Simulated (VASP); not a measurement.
Set up this calculation in VASP 6.6.1, as the native input.

| Property | Result |
| --- | --- |
| Task | single point |
| Functional | PBE |
| Potentials or basis | VASP PAW PBE potentials, release 64 (K_sv, F) |
| Cutoff | 520 eV |
| k mesh | 8 × 8 × 8 |
| Occupations | gaussian, width 0.05 eV |
| Spin | no spin polarisation |
| Dipole correction | no |
| Further INCAR settings | ALGO = Normal; EDIFF = 1e-07; NBANDS = 15 |

The structure of KF lies in POSCAR:

```
KF
1.0
    0.0000000000      2.7105354767      2.4056002356
    2.7579698475      0.0000000000      2.4056002356
    2.7579698475      2.7105354767      0.0000000000
K F
1 1
Direct
    0.0000000000      0.0000000000      0.0000000000
    0.5000000000      0.5000000000      0.5000000000
```

This cell differs from its parent crystal: normal strain along x +0.0175, normal strain along z -0.1125.

The input as run:

INCAR

```
PREC = Accurate
ENCUT = 520
EDIFF = 1E-7
ISMEAR = 0
SIGMA = 0.05
LREAL = F
LASPH = T
NELM = 100
ALGO = Normal
ISIF = 2
LWAVE = F
LCHARG = F
GGA = PE
NBANDS = 15
```

KPOINTS

```
regular mesh
0
Gamma
  8 8 8
```

Potentials or basis: VASP PAW PBE potentials, release 64 (K_sv, F).

Launch:

```console
$ cat potpaw_PBE.64/K_sv/POTCAR potpaw_PBE.64/F/POTCAR > POTCAR
$ mpirun -np 1 vasp_std > vasp.out
```

Results of the run:

```json
{
 "Pressure": "5.9 GPa",
 "Band gap on the k mesh": "6.13 eV, direct"
}
```

Caveat: the cell differs from its parent crystal (normal strain along x +0.0175, normal strain along z -0.1125).

Wall time 24 s on 1 thread of Intel(R) Xeon(R) 6975P-C (Granite Rapids), on a shared host, peak memory 0.19 GiB.
